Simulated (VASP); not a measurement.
Write the native input for VASP 6.6.1 that does the following.

```yaml
Task: single point
Functional: PBEsol
Potentials_or_basis: VASP PAW PBE potentials, release 64 (Si, C)
Cutoff: 520 eV
k_mesh: 10 × 10 × 10
Occupations: gaussian, width 0.05 eV
Spin: no spin polarisation
Dipole_correction: no
Further_INCAR_settings: ALGO = Normal; EDIFF = 1e-06; NBANDS = 11
```

The structure of SiC lies in POSCAR:

```
SiC
1.0
    0.0000000000      2.1783895848      2.1783895848
    2.1783895848      0.0000000000      2.1783895848
    2.1783895848      2.1783895848      0.0000000000
Si C
1 1
Direct
    0.0047117304     -0.0047117304      0.0047117304
    0.7389826870      0.7610173130      0.7389826870
```

These files were run (other wordings do the same):

INCAR

```
  PREC = Accurate
  ENCUT = 520
  EDIFF = 1E-6
  ISMEAR = 0
  SIGMA = 0.05
  LREAL = False
  LASPH = True
  NELM = 60
  ALGO = Normal
  ISIF = 2
  LWAVE = False
  LCHARG = False
  GGA = PS
  NBANDS = 11
```

KPOINTS

```
Automatic mesh
0
Gamma
  10 10 10
```

Potentials or basis: VASP PAW PBE potentials, release 64 (Si, C).

Run with:

```sh
$ cat potpaw_PBE.64/Si/POTCAR potpaw_PBE.64/C/POTCAR > POTCAR
$ mpirun -np 1 vasp_std > vasp.out
```

It gave:

* Pressure: 0.9 GPa
* Largest force: 1.308 eV/Å
* Band gap on the k mesh: 0.91 eV, indirect (least direct gap 4.28 eV)

Caveat: the PAW data sets were made with another functional, which shifts forces and pressure a little.

Run time: 16 s on 1 thread of Intel(R) Xeon(R) Platinum 8488C (Sapphire Rapids), with other jobs on the host, peak memory 0.15 GiB.
